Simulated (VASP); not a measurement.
# FeSi3 (Pm-3m) in VASP: notebook

FeSi3 is run at these levels: PBE; tasks: single point, relaxation of cell and atoms.

Program: VASP 6.6.1. These are calculated values, not measurements. Logs are shortened: lines on timing, memory, paths and dates and some standing lists are left out, and cuts for length are marked.

### Step 1. The cell of the first run

It takes space group Pm-3m (No. 221, cubic). Conventional cell: a = 4.125 Å, b = 4.125 Å, c = 4.125 Å, α = 90.00°, β = 90.00°, γ = 90.00°. Within 2.7 Å of Fe (site symmetry m-3m) lie 6 Si at 2.06 Å. Si (site symmetry 4/mmm) has 2 Fe at 2.06 Å within 2.7 Å.

### Step 2. Single point, PBE, collinear spin, ferromagnetic start

File INCAR:

```
PREC = Accurate
ENCUT = 600
EDIFF = 1E-6
ISMEAR = 0
SIGMA = 0.1
LREAL = False
LASPH = True
NELM = 200
ALGO = Normal
ISIF = 2
LWAVE = False
LCHARG = False
ISPIN = 2
MAGMOM = 4 0 0 0
LORBIT = 11
LMAXMIX = 4
GGA = PE
NBANDS = 22
GGA_COMPAT = False
```

File KPOINTS:

```
Automatic mesh
0
Gamma
  4 4 4
```

File POSCAR:

```
FeSi3
1.0
    4.1248031315      0.0000000000      0.0000000000
    0.0000000000      4.1248031315      0.0000000000
    0.0000000000      0.0000000000      4.1248031315
Fe Si
1 3
Direct
    0.0000000000      0.0000000000      0.0000000000
    0.5000000000      0.0000000000      0.0000000000
    0.0000000000      0.5000000000      0.0000000000
    0.0000000000      0.0000000000      0.5000000000
```

Potentials or basis: VASP PAW PBE potentials, release 64 (Fe, Si).

On the command line:

```bash
> cat potpaw_PBE.64/Fe/POTCAR potpaw_PBE.64/Si/POTCAR > POTCAR
> mpirun -np 1 vasp_std > vasp.out
```

OUTCAR:

```text
PREC = Accurate
   ENCUT = 600
   EDIFF = 1E-6
   ISMEAR = 0
   LREAL = False
   LASPH = True
   NELM = 200
   ISIF = 2
   ISPIN = 2
   LORBIT = 11
   GGA = PE

 ion  position               nearest neighbor table
   1  0.000  0.000  0.000-   2 2.06   3 2.06   4 2.06   4 2.06   3 2.06   2 2.06
   2  0.500  0.000  0.000-   1 2.06   1 2.06   4 2.92   4 2.92   3 2.92   3 2.92   3 2.92   4 2.92
                             4 2.92   3 2.92
   3  0.000  0.500  0.000-   1 2.06   1 2.06   4 2.92   4 2.92   2 2.92   2 2.92   4 2.92   4 2.92
                             2 2.92   2 2.92
   4  0.000  0.000  0.500-   1 2.06   1 2.06   3 2.92   2 2.92   2 2.92   3 2.92   3 2.92   3 2.92
                             2 2.92   2 2.92

  LATTYP: Found a simple cubic cell.
 ALAT       =     4.1248031315

  Lattice vectors:

 A1 = (   4.1248031315,   0.0000000000,   0.0000000000)
 A2 = (   0.0000000000,   4.1248031315,   0.0000000000)
 A3 = (   0.0000000000,   0.0000000000,   4.1248031315)

Analysis of symmetry for initial positions (statically):
=====================================================================
 Subroutine PRICEL returns:
 Original cell was already a primitive cell.

 Routine SETGRP: Setting up the symmetry group for a
 simple cubic supercell.

 Subroutine GETGRP returns: Found 48 space group operations
 (whereof 48 operations were pure point group operations)
 out of a pool of 48 trial point group operations.

The static configuration has the point symmetry O_h .

Analysis of symmetry for dynamics (positions and initial velocities):
=====================================================================
 Subroutine PRICEL returns:
 Original cell was already a primitive cell.

 Routine SETGRP: Setting up the symmetry group for a
 simple cubic supercell.

 Subroutine GETGRP returns: Found 48 space group operations
 (whereof 48 operations were pure point group operations)
 out of a pool of 48 trial point group operations.

The dynamic configuration has the point symmetry O_h .

Analysis of structural, dynamic, and magnetic symmetry:
=====================================================================
 Subroutine PRICEL returns:
 Original cell was already a primitive cell.

 Routine SETGRP: Setting up the symmetry group for a
 simple cubic supercell.

 Subroutine GETGRP returns: Found 48 space group operations
 (whereof 48 operations were pure point group operations)
 out of a pool of 48 trial point group operations.

The overall configuration has the point symmetry O_h .

 Subroutine INISYM returns: Found 48 space group operations
 (whereof 48 operations are pure point group operations),
 and found     1 'primitive' translations

----------------------------------------------------------------------------------------

                                     Primitive cell

  volume of cell :      70.1794

  direct lattice vectors                    reciprocal lattice vectors
     4.124803132  0.000000000  0.000000000     0.242435813  0.000000000  0.000000000
     0.000000000  4.124803132  0.000000000     0.000000000  0.242435813  0.000000000
     0.000000000  0.000000000  4.124803132     0.000000000  0.000000000  0.242435813

  length of vectors
     4.124803132  4.124803132  4.124803132     0.242435813  0.242435813  0.242435813

  position of ions in fractional coordinates (direct lattice)
     0.000000000  0.000000000  0.000000000
     0.500000000  0.000000000  0.000000000
     0.000000000  0.500000000  0.000000000
     0.000000000  0.000000000  0.500000000

  ion indices of the primitive-cell ions
   primitive index   ion index
                 1           1
                 2           2
                 3           3
                 4           4

----------------------------------------------------------------------------------------

 KPOINTS: Automatic mesh

Automatic generation of k-mesh.
 Grid dimensions read from file:
 generate k-points for:    4    4    4

 Generating k-lattice:

  Cartesian coordinates                     Fractional coordinates (reciprocal lattice)
     0.060608953  0.000000000  0.000000000     0.250000000  0.000000000  0.000000000
     0.000000000  0.060608953  0.000000000     0.000000000  0.250000000  0.000000000
     0.000000000  0.000000000  0.060608953     0.000000000  0.000000000  0.250000000

  Length of vectors
     0.060608953  0.060608953  0.060608953

  Shift w.r.t. Gamma in fractional coordinates (k-lattice)
     0.000000000  0.000000000  0.000000000

 Subroutine IBZKPT returns following result:
 ===========================================

 Found     10 irreducible k-points:

 Following reciprocal coordinates:
            Coordinates               Weight
  0.000000  0.000000  0.000000      1.000000
  0.250000  0.000000  0.000000      6.000000
  0.500000  0.000000  0.000000      3.000000
  0.250000  0.250000  0.000000     12.000000
  0.500000  0.250000  0.000000     12.000000
  0.500000  0.500000  0.000000      3.000000
  0.250000  0.250000  0.250000      8.000000
  0.500000  0.250000  0.250000     12.000000
  0.500000  0.500000  0.250000      6.000000
  0.500000  0.500000  0.500000      1.000000
   k-points           NKPTS =     10   k-points in BZ     NKDIM =     10   number of bands    NBANDS=     22
   number of dos      NEDOS =    301   number of ions     NIONS =      4
   total plane-waves  NPLWV =  46656
   dimension x,y,z NGX =    36 NGY =   36 NGZ =   36
   dimension x,y,z NGXF=    72 NGYF=   72 NGZF=   72
   ions per type =               1   3
   NGX,Y,Z   is equivalent  to a cutoff of  14.51, 14.51, 14.51 a.u.
   NGXF,Y,Z  is equivalent  to a cutoff of  29.02, 29.02, 29.02 a.u.
 SYSTEM =  unknown system
   PREC   = accura    normal or accurate (medium, high low for compatibility)
   ISTART =      0    job   : 0-new  1-cont  2-samecut
   ICHARG =      2    charge: 1-file 2-atom 10-const
   ISPIN  =      2    spin polarized calculation?
   LNONCOLLINEAR =      F non collinear calculations
   LSORBIT =      F    spin-orbit coupling
   LASPH  =      T    aspherical Exc in radial PAW
   ENCUT  =  600.0 eV  44.10 Ry    6.64 a.u.   8.24  8.24  8.24*2*pi/ulx,y,z
   NELM   =    200;   NELMIN=  2; NELMDL= -5     # of ELM steps
   EDIFF  = 0.1E-05   stopping-criterion for ELM
   LREAL  =      F    real-space projection
   EDIFFG = 0.1E-04   stopping-criterion for IOM
   NSW    =      0    number of steps for IOM
   IBRION =     -1    ionic relax: 0-MD 1-quasi-New 2-CG
   NFREE  =      0    steps in history (QN), initial steepest desc. (CG)
   ISIF   =      2    stress and relaxation
   ISYM   =      2    0-nonsym 1-usesym 2-fastsym
   POTIM  = 0.5000    time-step for ionic-motion
   TEBEG  =    0.0;   TEEND  =   0.0 temperature during run
   PSTRESS=    0.0 pullay stress
   NELECT =      20.0000    total number of electrons
   NUPDOWN=      -1.0000    fix difference up-down
   EMIN   =  10.00;   EMAX   =-10.00  energy-range for DOS
   EFERMI =   0.00;   METHOD = LEGACY
   ISMEAR =     0;   SIGMA  =   0.10  broadening in eV -4-tet -1-fermi 0-gaus
   EFERMI_NEDOS =   21; number of points for ismear=-14 and -15
   IALGO  =     38    algorithm
   IMIX   =      4    mixing-type and parameters
     AMIX     =   0.40;   BMIX     =  1.00
     AMIX_MAG =   1.60;   BMIX_MAG =  1.00
  volume/ion in A,a.u.               =      17.54       118.40
  Fermi-wavevector in a.u.,A,eV,Ry     =   1.077329  2.035856 15.791430  1.160637
  Thomas-Fermi vector in A             =   2.213238
   LORBIT       =     11    0 simple, 1 ext, 2 COOP (PROOUT), +10 PAW based schemes
   GGA     = PE    functional components
   LHFCALC =     F    Hartree Fock is set to
   AEXX    =    0.0000 exact exchange contribution
   IVDW    =     0    specifies the selected vdW correction
   LEPSILON=     F    determine dielectric tensor
   LRPA    =     F    only Hartree local field effects (RPA)
 spin polarized calculation
 Gauss-broadening in eV      SIGMA  =   0.10
  energy-cutoff  :      600.00
  volume of cell :       70.18
 maximum number of plane-waves:      2360
 NGX is ok and might be reduce to    36
   NGX = 17   NGY = 17   NGZ = 17

 number of electron      19.9999994 magnetization       0.6251471

 Free energy of the ion-electron system (eV)
  ---------------------------------------------------
  ext. energy  EPLUGINS =         0.00000000
  ---------------------------------------------------
  free energy    TOTEN  =       -22.39294545 eV

  energy without entropy =      -22.37489528  energy(sigma->0) =      -22.38392037

 E-fermi :   6.9282     XC(G=0):  -9.9475

 val. band max:        6.8818879965   @ k =   0.2500   0.0000   0.0000
 cond. band min:       6.9434017087   @ k =   0.5000   0.5000   0.5000
 fundamental gap:      0.0615137122
 Fermi energy:         6.9281972626

 spin component 1

 k-point     1 :       0.0000    0.0000    0.0000
  band No.  band energies     occupation
      1      -5.7714      1.00000
      2      -0.2932      1.00000
      3      -0.2932      1.00000
      4       2.5711      1.00000
      5       2.5711      1.00000
      6       2.5711      1.00000
[... 223 lines left out ...]
      5       1.0099      1.00000
      6       1.0099      1.00000
[... 14 lines left out ...]
     21      16.4579      0.00000
     22      16.5367      0.00000
 Fermi energy:         6.9281972626

 spin component 2

 k-point     1 :       0.0000    0.0000    0.0000
  band No.  band energies     occupation
      1      -5.7013      1.00000
      2      -0.1791      1.00000
      3      -0.1791      1.00000
      4       2.6182      1.00000
      5       2.6182      1.00000
      6       2.6182      1.00000
[... 224 lines left out ...]
      6       1.1989      1.00000
[... 14 lines left out ...]
     21      16.6043      0.00000
     22      16.6046      0.00000

------------------------ aborting loop because EDIFF is reached ----------------------------------------

  FORCE on cell =-STRESS in cart. coord.  units (eV):
  Direction    XX          YY          ZZ          XY          YZ          ZX
  --------------------------------------------------------------------------------------
  -------------------------------------------------------------------------------------
  Total        6.5418926      6.5418926      6.5418926      0.0000000      0.0000000      0.0000000
  in kB      149.3496870    149.3496870    149.3496870      0.0000000      0.0000000      0.0000000
  external PRESSURE =     149.3496870 kB  Pullay stress =       0.0000000 kB

 VOLUME and BASIS-vectors are now :
 -----------------------------------------------------------------------------
  energy-cutoff  :      600.00
  volume of cell :       70.18
      direct lattice vectors                 reciprocal lattice vectors
     4.124803132  0.000000000  0.000000000     0.242435813  0.000000000  0.000000000
     0.000000000  4.124803132  0.000000000     0.000000000  0.242435813  0.000000000
     0.000000000  0.000000000  4.124803132     0.000000000  0.000000000  0.242435813

 POSITION                                       TOTAL-FORCE (eV/Angst)
 -----------------------------------------------------------------------------------
      0.00000      0.00000      0.00000         0.000000      0.000000      0.000000
      2.06240      0.00000      0.00000         0.000000      0.000000      0.000000
      0.00000      2.06240      0.00000         0.000000      0.000000      0.000000
      0.00000      0.00000      2.06240         0.000000      0.000000      0.000000
 -----------------------------------------------------------------------------------
    total drift:                               -0.000000     -0.000000     -0.000000

  FREE ENERGIE OF THE ION-ELECTRON SYSTEM (eV)
  ---------------------------------------------------
  free  energy   TOTEN  =       -22.3929454525 eV

  energy  without entropy=      -22.3748952844  energy(sigma->0) =      -22.38392037

 total charge

# of ion       s       p       d       tot
------------------------------------------
    1        0.626   1.013   7.058   8.697
    2        0.813   0.810   0.000   1.623
    3        0.813   0.810   0.000   1.623
    4        0.813   0.810   0.000   1.623
--------------------------------------------------
tot          3.064   3.443   7.058  13.565

 magnetization (x)

# of ion       s       p       d       tot
------------------------------------------
    1       -0.000  -0.005   0.381   0.375
    2        0.004   0.011   0.000   0.015
    3        0.004   0.011   0.000   0.015
    4        0.004   0.011   0.000   0.015
--------------------------------------------------
tot          0.011   0.028   0.381   0.420
```

Wall time 100 s (1 thread of Intel Xeon 8259CL, shared host); peak memory 0.24 GiB.

What came out:

- Free energy: -22.3929 eV
- Pressure: 14.9 GPa
- Net moment: 0.63 μB per cell
- Site moments: Fe +0.38; Si +0.01 μB
- Valence electrons inside the program's atomic spheres: Fe 8.70; Si 1.62

Levels at points of the mesh, in eV from the Fermi level:
Spin up:
```
           k point  band 8  band 9  band 10  band 11  band 12  band 13
(0.00, 0.00, 0.00)   -3.31   -3.31    -0.16    -0.16     1.22     2.17
(0.50, 0.00, 0.00)   -3.31   -3.27    -0.56     0.60     0.83     1.52
(0.50, 0.50, 0.00)   -4.09   -1.96    -0.72     0.63     0.63     2.03
(0.50, 0.50, 0.50)   -4.29   -4.29    -0.40    -0.40    -0.40     0.92
```
Spin down:
| k point | band 6 | band 7 | band 8 | band 9 | band 10 | band 11 | band 12 | band 13 | band 14 | band 15 |
| --- | --- | --- | --- | --- | --- | --- | --- | --- | --- | --- |
| (0.00, 0.00, 0.00) | -4.31 | -2.98 | -2.98 | -2.98 | 0.11 | 0.11 | 1.42 | 2.29 | 2.29 | 2.29 |
| (0.50, 0.00, 0.00) | -3.97 | -3.28 | -3.28 | -2.92 | -0.36 | 0.85 | 0.95 | 1.74 | 1.92 | 1.92 |
| (0.50, 0.50, 0.00) | -4.14 | -3.83 | -3.83 | -1.96 | -0.30 | 0.78 | 0.78 | 2.23 | 2.31 | 2.31 |
| (0.50, 0.50, 0.50) | -5.73 | -5.73 | -4.10 | -4.10 | 0.02 | 0.02 | 0.02 | 1.10 | 6.70 | 6.70 |

Caveat: the k points lie up to 0.38 Å⁻¹ apart.

(Part 1 of 2 ends here.)
